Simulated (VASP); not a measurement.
# BN (P3m1) in VASP: a series of runs

The runs below take BN through single point, with LDA.

Everything below comes from runs of VASP 6.6.1. Logs are shortened: lines on timing, memory, paths and dates and some standing lists are left out, and cuts for length are marked.

## 1. The cell of the first run

Symmetry: P3m1, No. 156, trigonal system. The conventional cell has a = 2.554 Å, b = 2.554 Å, c = 4.227 Å, α = 90.00°, β = 90.00°, γ = 120.00°. B (site symmetry 3m) has 4 N at 1.48 to 1.60 Å within 2.0 Å. B (site symmetry 3m) has 4 N at 1.57 to 1.58 Å within 2.1 Å. N (site symmetry 3m) has 4 B at 1.48 to 1.57 Å within 2.0 Å. Within 2.1 Å of N (site symmetry 3m) lie 4 B at 1.58 to 1.60 Å.

## 2. Single point, LDA (atom 1 (B) moved -0.100 Å along Cartesian [0 0 1])

INCAR reads:

```
PREC = Accurate
ENCUT = 520
EDIFF = 1E-6
ISMEAR = 0
SIGMA = 0.05
LREAL = F
LASPH = T
NELM = 80
ALGO = Normal
ISIF = 2
LWAVE = F
LCHARG = F
NBANDS = 16
```

KPOINTS reads:

```
regular mesh
0
Gamma
  12 12 6
```

POSCAR reads:

```
BN
1.0
    2.5539396017      0.0000000000      0.0000000000
   -1.2769698009      2.2117765748      0.0000000000
    0.0000000000      0.0000000000      4.2268550000
B N
2 2
Direct
    0.6666666667      0.3333333333      0.9760657482
    0.3333333333      0.6666666667      0.4997240000
    0.6666666667      0.3333333333      0.6252760000
    0.3333333333      0.6666666667      0.1252760000
```

Potentials or basis: VASP PAW LDA potentials, release 64 (B, N).

Run with:

```console
cat potpaw_LDA.64/B/POTCAR potpaw_LDA.64/N/POTCAR > POTCAR
mpirun -np 1 vasp_std > vasp.out
```

OUTCAR:

```text
PREC = Accurate
   ENCUT = 520
   EDIFF = 1E-6
   ISMEAR = 0
   LREAL = F
   LASPH = T
   NELM = 80
   ISIF = 2

 ion  position               nearest neighbor table
   1  0.667  0.333  0.976-   3 1.48   4 1.60   4 1.60   4 1.60
   2  0.333  0.667  0.500-   3 1.57   3 1.57   3 1.57   4 1.58
   3  0.667  0.333  0.625-   1 1.48   2 1.57   2 1.57   2 1.57
   4  0.333  0.667  0.125-   2 1.58   1 1.60   1 1.60   1 1.60

  LATTYP: Found a hexagonal cell.
 ALAT       =     2.5539396017
 C/A-ratio  =     1.6550332659

  Lattice vectors:

 A1 = (   2.5539396017,   0.0000000000,   0.0000000000)
 A2 = (  -1.2769698009,   2.2117765748,   0.0000000000)
 A3 = (   0.0000000000,   0.0000000000,   4.2268550000)

Analysis of symmetry for initial positions (statically):
=====================================================================
 Subroutine PRICEL returns:
 Original cell was already a primitive cell.

 Routine SETGRP: Setting up the symmetry group for a
 hexagonal supercell.

 Subroutine GETGRP returns: Found  6 space group operations
 (whereof  6 operations were pure point group operations)
 out of a pool of 24 trial point group operations.

The static configuration has the point symmetry C_3v.

Analysis of symmetry for dynamics (positions and initial velocities):
=====================================================================
 Subroutine PRICEL returns:
 Original cell was already a primitive cell.

 Routine SETGRP: Setting up the symmetry group for a
 hexagonal supercell.

 Subroutine GETGRP returns: Found  6 space group operations
 (whereof  6 operations were pure point group operations)
 out of a pool of 24 trial point group operations.

The dynamic configuration has the point symmetry C_3v.

 Subroutine INISYM returns: Found  6 space group operations
 (whereof  6 operations are pure point group operations),
 and found     1 'primitive' translations

----------------------------------------------------------------------------------------

                                     Primitive cell

  volume of cell :      23.8764

  direct lattice vectors                    reciprocal lattice vectors
     2.553939602  0.000000000  0.000000000     0.391551938  0.226062617  0.000000000
    -1.276969801  2.211776575  0.000000000     0.000000000  0.452125233  0.000000000
     0.000000000  0.000000000  4.226855000     0.000000000  0.000000000  0.236582518

  length of vectors
     2.553939602  2.553939602  4.226855000     0.452125233  0.452125233  0.236582518

  position of ions in fractional coordinates (direct lattice)
[... 88 lines left out ...]
   NFREE  =      0    steps in history (QN), initial steepest desc. (CG)
   ISIF   =      2    stress and relaxation
   ISYM   =      2    0-nonsym 1-usesym 2-fastsym
   POTIM  = 0.5000    time-step for ionic-motion
   TEBEG  =    0.0;   TEEND  =   0.0 temperature during run
   PSTRESS=    0.0 pullay stress
   NELECT =      16.0000    total number of electrons
   NUPDOWN=      -1.0000    fix difference up-down
   EMIN   =  10.00;   EMAX   =-10.00  energy-range for DOS
   EFERMI =   0.00;   METHOD = LEGACY
   ISMEAR =     0;   SIGMA  =   0.05  broadening in eV -4-tet -1-fermi 0-gaus
   EFERMI_NEDOS =   21; number of points for ismear=-14 and -15
   IALGO  =     38    algorithm
   IMIX   =      4    mixing-type and parameters
     AMIX     =   0.40;   BMIX     =  1.00
     AMIX_MAG =   1.60;   BMIX_MAG =  1.00
  volume/ion in A,a.u.               =       5.97        40.28
  Fermi-wavevector in a.u.,A,eV,Ry     =   1.432600  2.707222 27.923836  2.052344
  Thomas-Fermi vector in A             =   2.552210
   LORBIT       =      0    0 simple, 1 ext, 2 COOP (PROOUT), +10 PAW based schemes
   GGA     = CA    functional components
   LHFCALC =     F    Hartree Fock is set to
   AEXX    =    0.0000 exact exchange contribution
   IVDW    =     0    specifies the selected vdW correction
   LEPSILON=     F    determine dielectric tensor
   LRPA    =     F    only Hartree local field effects (RPA)
 non-spin polarized calculation
 Gauss-broadening in eV      SIGMA  =   0.05
  energy-cutoff  :      520.00
  volume of cell :       23.88
 maximum number of plane-waves:       660
 NGX is ok and might be reduce to    20
   NGX =  9   NGY =  9   NGZ = 15

 number of electron      16.0000003 magnetization

 Free energy of the ion-electron system (eV)
  ---------------------------------------------------
  ext. energy  EPLUGINS =         0.00000000
  ---------------------------------------------------
  free energy    TOTEN  =       -38.53291358 eV

  energy without entropy =      -38.53291358  energy(sigma->0) =      -38.53291358

 E-fermi :   8.1022     XC(G=0): -13.0474

 val. band max:        7.8115347034   @ k =   0.0000   0.0000   0.0000
 cond. band min:      11.8328643797   @ k =   0.3333   0.3333   0.0000
 fundamental gap:      4.0213296763
 Fermi energy:         8.1022353782

 k-point     1 :       0.0000    0.0000    0.0000
  band No.  band energies     occupation
      1     -12.7915      2.00000
      2      -8.5106      2.00000
      3      -3.5734      2.00000
      4       5.2461      2.00000
      5       5.2461      2.00000
      6       6.5912      2.00000
[... 433 lines left out ...]
      3      -2.2083      2.00000
      4       3.0286      2.00000
      5       4.4453      2.00000
      6       5.1265      2.00000
[... 8 lines left out ...]
     15      20.3104      0.00000
     16      22.4268      0.00000

 [... further k-points ...]

------------------------ aborting loop because EDIFF is reached ----------------------------------------

  FORCE on cell =-STRESS in cart. coord.  units (eV):
  Direction    XX          YY          ZZ          XY          YZ          ZX
  --------------------------------------------------------------------------------------
  -------------------------------------------------------------------------------------
  Total       -1.8424577     -1.8424577     -1.4892784      0.0000000     -0.0000000     -0.0000000
  in kB     -123.6342727   -123.6342727    -99.9349119      0.0000000     -0.0000000     -0.0000000
  external PRESSURE =    -115.7344858 kB  Pullay stress =       0.0000000 kB

 VOLUME and BASIS-vectors are now :
 -----------------------------------------------------------------------------
  energy-cutoff  :      520.00
  volume of cell :       23.88
      direct lattice vectors                 reciprocal lattice vectors
     2.553939602  0.000000000  0.000000000     0.391551938  0.226062617  0.000000000
    -1.276969801  2.211776575  0.000000000     0.000000000  0.452125233  0.000000000
     0.000000000  0.000000000  4.226855000     0.000000000  0.000000000  0.236582518

 POSITION                                       TOTAL-FORCE (eV/Angst)
 -----------------------------------------------------------------------------------
      1.27697      0.73726      4.12569        -0.000000      0.000000      3.998596
     -0.00000      1.47452      2.11226         0.000000      0.000000     -1.135861
      1.27697      0.73726      2.64295         0.000000     -0.000000     -1.317186
     -0.00000      1.47452      0.52952        -0.000000      0.000000     -1.545549
 -----------------------------------------------------------------------------------
    total drift:                               -0.000000      0.000000     -0.000538

  FREE ENERGIE OF THE ION-ELECTRON SYSTEM (eV)
  ---------------------------------------------------
  free  energy   TOTEN  =       -38.5329135802 eV

  energy  without entropy=      -38.5329135802  energy(sigma->0) =      -38.53291358
```

stdout:

```text
POSCAR found type information on POSCAR B N
 POSCAR found :  2 types and       4 ions
 scaLAPACK will be used
 LDA part: xc-table for (Slater(with rela. corr.)+CA(PZ))
 , standard interpolation
 POSCAR, INCAR and KPOINTS ok, starting setup
 FFT: planning ... GRIDC
 FFT: planning ... GRID_SOFT
 FFT: planning ... GRID
 WAVECAR not read
 entering main loop
```

It took 12 s on 1 thread of Intel Xeon 6975P-C (Granite Rapids), shared host; peak memory 0.14 GiB.

Results:

```yaml
Free_energy: -38.5329 eV
Pressure: -11.6 GPa
Largest_force: 3.999 eV/Å
Band_gap_on_the_k_mesh: 4.02 eV, indirect (least direct gap 7.55 eV)
```

Forces on the atoms (eV/Å):
```
B    0.000  0.000  3.999
B    0.000  0.000 -1.136
N    0.000  0.000 -1.317
N    0.000  0.000 -1.546
```

Levels at points of the mesh, in eV from the valence-band top:
| k point | band 6 | band 7 | band 8 | band 9 | band 10 | band 11 |
| --- | --- | --- | --- | --- | --- | --- |
| (0.00, 0.00, 0.00) | -1.22 | 0.00 | 0.00 | 7.64 | 7.64 | 8.54 |
| (0.50, 0.00, 0.00) | -5.36 | -5.14 | -2.04 | 6.17 | 7.08 | 9.29 |
| (0.00, 0.00, 0.50) | -2.03 | -0.80 | -0.80 | 8.52 | 9.02 | 9.02 |
| (0.50, 0.00, 0.50) | -4.54 | -3.85 | -3.34 | 5.80 | 6.18 | 9.53 |

Caveat: the cell differs from its parent crystal (atom 1 (B) moved -0.100 Å along Cartesian [0 0 1]); forces of over 1 eV/Å act on the atoms, so gaps and moduli don't describe the material at rest.

## 3. Single point, LDA (atom 1 (B) moved +0.050 Å along Cartesian [0 0 1])

INCAR reads:

```
  ALGO = Normal
  EDIFF = 1E-6
  ENCUT = 520
  GGA = CA
  ISIF = 2
  ISMEAR = 0
  LASPH = T
  LCHARG = F
  LREAL = F
  LWAVE = F
  NBANDS = 16
  NELM = 60
  PREC = Accurate
  SIGMA = 0.05
```

KPOINTS reads:

```
k-points
0
Gamma
  12 12 6
```

Edit POSCAR of step 2 so:

```diff
@@ -8,3 +8,3 @@
 Direct
-    0.6666666667      0.3333333333      0.9760657482
+    0.6666666667      0.3333333333      1.0115531259
     0.3333333333      0.6666666667      0.4997240000
```

Potentials or basis: VASP PAW LDA potentials, release 64 (B, N).

Run with:

```console
cat potpaw_LDA.64/B/POTCAR potpaw_LDA.64/N/POTCAR > POTCAR
mpirun -np 1 vasp_std > vasp.out
```

OUTCAR:

```text
EDIFF = 1E-6
   ENCUT = 520
   GGA = CA
   ISIF = 2
   ISMEAR = 0
   LASPH = T
   LREAL = F
   NELM = 60
   PREC = Accurate

 ion  position               nearest neighbor table
   1  0.667  0.333  0.012-   4 1.55   4 1.55   4 1.55   3 1.63
   2  0.333  0.667  0.500-   3 1.57   3 1.57   3 1.57   4 1.58
   3  0.667  0.333  0.625-   2 1.57   2 1.57   2 1.57   1 1.63
   4  0.333  0.667  0.125-   1 1.55   1 1.55   1 1.55   2 1.58

  LATTYP: Found a hexagonal cell.
 ALAT       =     2.5539396017
 C/A-ratio  =     1.6550332659

  Lattice vectors:

 A1 = (   2.5539396017,   0.0000000000,   0.0000000000)
 A2 = (  -1.2769698009,   2.2117765748,   0.0000000000)
 A3 = (   0.0000000000,   0.0000000000,   4.2268550000)

Analysis of symmetry for initial positions (statically):
=====================================================================
 Subroutine PRICEL returns:
 Original cell was already a primitive cell.

 Routine SETGRP: Setting up the symmetry group for a
 hexagonal supercell.

 Subroutine GETGRP returns: Found  6 space group operations
 (whereof  6 operations were pure point group operations)
 out of a pool of 24 trial point group operations.

The static configuration has the point symmetry C_3v.

Analysis of symmetry for dynamics (positions and initial velocities):
=====================================================================
 Subroutine PRICEL returns:
 Original cell was already a primitive cell.

 Routine SETGRP: Setting up the symmetry group for a
 hexagonal supercell.

 Subroutine GETGRP returns: Found  6 space group operations
 (whereof  6 operations were pure point group operations)
 out of a pool of 24 trial point group operations.

The dynamic configuration has the point symmetry C_3v.

 Subroutine INISYM returns: Found  6 space group operations
 (whereof  6 operations are pure point group operations),
 and found     1 'primitive' translations

[... 119 lines left out ...]
  volume/ion in A,a.u.               =       5.97        40.28
  Fermi-wavevector in a.u.,A,eV,Ry     =   1.432600  2.707222 27.923836  2.052344
  Thomas-Fermi vector in A             =   2.552210
   LORBIT       =      0    0 simple, 1 ext, 2 COOP (PROOUT), +10 PAW based schemes
   GGA     = CA    functional components
   LHFCALC =     F    Hartree Fock is set to
   AEXX    =    0.0000 exact exchange contribution
   IVDW    =     0    specifies the selected vdW correction
   LEPSILON=     F    determine dielectric tensor
   LRPA    =     F    only Hartree local field effects (RPA)
 non-spin polarized calculation
 Gauss-broadening in eV      SIGMA  =   0.05
  energy-cutoff  :      520.00
  volume of cell :       23.88
 maximum number of plane-waves:       660
 NGX is ok and might be reduce to    20
   NGX =  9   NGY =  9   NGZ = 15

 number of electron      16.0000003 magnetization

 Free energy of the ion-electron system (eV)
  ---------------------------------------------------
  ext. energy  EPLUGINS =         0.00000000
  ---------------------------------------------------
  free energy    TOTEN  =       -38.68463210 eV

  energy without entropy =      -38.68463210  energy(sigma->0) =      -38.68463210

 E-fermi :   7.6581     XC(G=0): -13.0443

 val. band max:        7.3840711402   @ k =   0.0000   0.0000   0.0000
 cond. band min:      12.6410607324   @ k =   0.3333   0.3333   0.0000
 fundamental gap:      5.2569895921
 Fermi energy:         7.6581301332

 k-point     1 :       0.0000    0.0000    0.0000
  band No.  band energies     occupation
      1     -12.7347      2.00000
      2      -8.5321      2.00000
      3      -3.3826      2.00000
      4       5.2057      2.00000
      5       5.2057      2.00000
      6       7.3287      2.00000
[... 433 lines left out ...]
      3      -1.9830      2.00000
      4       3.0466      2.00000
      5       4.3884      2.00000
      6       4.9964      2.00000
[... 8 lines left out ...]
     15      20.3450      0.00000
     16      22.3845      0.00000

 [... further k-points ...]

------------------------ aborting loop because EDIFF is reached ----------------------------------------

  FORCE on cell =-STRESS in cart. coord.  units (eV):
  Direction    XX          YY          ZZ          XY          YZ          ZX
  --------------------------------------------------------------------------------------
  -------------------------------------------------------------------------------------
  Total       -1.8263758     -1.8263758     -1.8366865      0.0000000      0.0000000     -0.0000000
  in kB     -122.5551316   -122.5551316   -123.2470064      0.0000000      0.0000000     -0.0000000
  external PRESSURE =    -122.7857565 kB  Pullay stress =       0.0000000 kB

 VOLUME and BASIS-vectors are now :
 -----------------------------------------------------------------------------
  energy-cutoff  :      520.00
  volume of cell :       23.88
      direct lattice vectors                 reciprocal lattice vectors
     2.553939602  0.000000000  0.000000000     0.391551938  0.226062617  0.000000000
    -1.276969801  2.211776575  0.000000000     0.000000000  0.452125233  0.000000000
     0.000000000  0.000000000  4.226855000     0.000000000  0.000000000  0.236582518

 POSITION                                       TOTAL-FORCE (eV/Angst)
 -----------------------------------------------------------------------------------
      1.27697      0.73726      0.04883         0.000000      0.000000     -1.548297
     -0.00000      1.47452      2.11226        -0.000000      0.000000      0.590343
      1.27697      0.73726      2.64295        -0.000000      0.000000      0.266316
     -0.00000      1.47452      0.52952        -0.000000     -0.000000      0.691638
 -----------------------------------------------------------------------------------
    total drift:                               -0.000000     -0.000000      0.000088

  FREE ENERGIE OF THE ION-ELECTRON SYSTEM (eV)
  ---------------------------------------------------
  free  energy   TOTEN  =       -38.6846321029 eV

  energy  without entropy=      -38.6846321029  energy(sigma->0) =      -38.68463210
```

OSZICAR:

```text
N       E                     dE             d eps       ncg     rms          rms(c)
DAV:   1     0.315287097080E+02    0.31529E+02   -0.83618E+03  3208   0.971E+02
DAV:   2    -0.388758131696E+02   -0.70405E+02   -0.65961E+02  4608   0.212E+02
DAV:   3    -0.409293198394E+02   -0.20535E+01   -0.20483E+01  3624   0.329E+01
DAV:   4    -0.409336889619E+02   -0.43691E-02   -0.43689E-02  3928   0.185E+00
DAV:   5    -0.409337009509E+02   -0.11989E-04   -0.11989E-04  3504   0.872E-02    0.916E+00
DAV:   6    -0.389501276050E+02    0.19836E+01   -0.25111E+00  3824   0.140E+01    0.417E+00
DAV:   7    -0.387487378569E+02    0.20139E+00   -0.25592E-01  4072   0.396E+00    0.256E+00
DAV:   8    -0.386861725223E+02    0.62565E-01   -0.80934E-02  3992   0.204E+00    0.256E-01
DAV:   9    -0.386846758965E+02    0.14966E-02   -0.25548E-03  3576   0.495E-01    0.138E-01
DAV:  10    -0.386846331421E+02    0.42754E-04   -0.18185E-04  4184   0.113E-01    0.180E-02
DAV:  11    -0.386846318636E+02    0.12785E-05   -0.10413E-05  3752   0.295E-02    0.108E-02
DAV:  12    -0.386846321029E+02   -0.23932E-06   -0.70441E-07  1776   0.782E-03
   1 F= -.38684632E+02 E0= -.38684632E+02  d E =-.292570E-17
```

Run time: 12 s. Hardware: 1 thread of Intel Xeon 6975P-C (Granite Rapids), shared host; peak memory 0.14 GiB.

Results:

```yaml
Free_energy: -38.6846 eV
Pressure: -12.3 GPa
Largest_force: 1.548 eV/Å
Band_gap_on_the_k_mesh: 5.26 eV, indirect (least direct gap 8.16 eV)
```

Forces on the atoms (eV/Å):
```
B    0.000  0.000 -1.548
B    0.000  0.000  0.590
N    0.000  0.000  0.266
N    0.000  0.000  0.692
```

Levels at points of the mesh, in eV from the valence-band top:
| k point | band 6 | band 7 | band 8 | band 9 | band 10 | band 11 |
| --- | --- | --- | --- | --- | --- | --- |
| (0.00, 0.00, 0.00) | -0.06 | -0.06 | 0.00 | 8.22 | 8.28 | 8.28 |
| (0.50, 0.00, 0.00) | -5.02 | -4.20 | -2.20 | 6.58 | 7.89 | 10.79 |
| (0.00, 0.00, 0.50) | -1.51 | -0.93 | -0.93 | 9.12 | 9.58 | 9.63 |
| (0.50, 0.00, 0.50) | -3.55 | -3.52 | -3.20 | 6.29 | 6.57 | 9.69 |

Caveat: the cell differs from its parent crystal (atom 1 (B) moved +0.050 Å along Cartesian [0 0 1]); forces of over 1 eV/Å act on the atoms, so gaps and moduli don't describe the material at rest. A k mesh can miss the band edges.
